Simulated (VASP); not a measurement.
**InAs: vibrations by perturbation theory with PBEsol**

Crystal: InAs.

```
In As
1.0
     0.00000    3.01800    3.01800
     3.01800    0.00000    3.01800
     3.01800    3.01800    0.00000
In As
1 1
Direct
  0.00000 0.00000 0.00000
  0.75000 0.75000 0.75000
```

```json
{"Program": "VASP 6.6.1", "Task": "vibrations by perturbation theory", "Functional": "PBEsol", "Potentials or basis": "VASP PAW PBE potentials, release 64 (In_d, As)", "Cutoff": "520 eV", "k mesh": "8 × 8 × 8", "Occupations": "fermi-dirac, width 0.05 eV", "Spin": "no spin polarisation", "Dipole correction": "no", "Further INCAR settings": "ALGO = Normal; EDIFF = 1e-08; NBANDS = 16; IBRION = 8; NSW = 1"}
```

* Highest phonon frequency at Γ, LO-TO splitting left out: 215 cm⁻¹

Phonon frequencies in cm⁻¹ (negative: imaginary):
```csv
q point,frequencies
"(0.000, 0.000, 0.000)",0 0 0 215 215 215
```

Wall time 110 s on 1 thread of Intel(R) Xeon(R) 6975P-C (Granite Rapids), with other jobs on the host, peak memory 0.35 GiB.

Caveat: the cell wasn't relaxed at this level first, which shifts response properties.
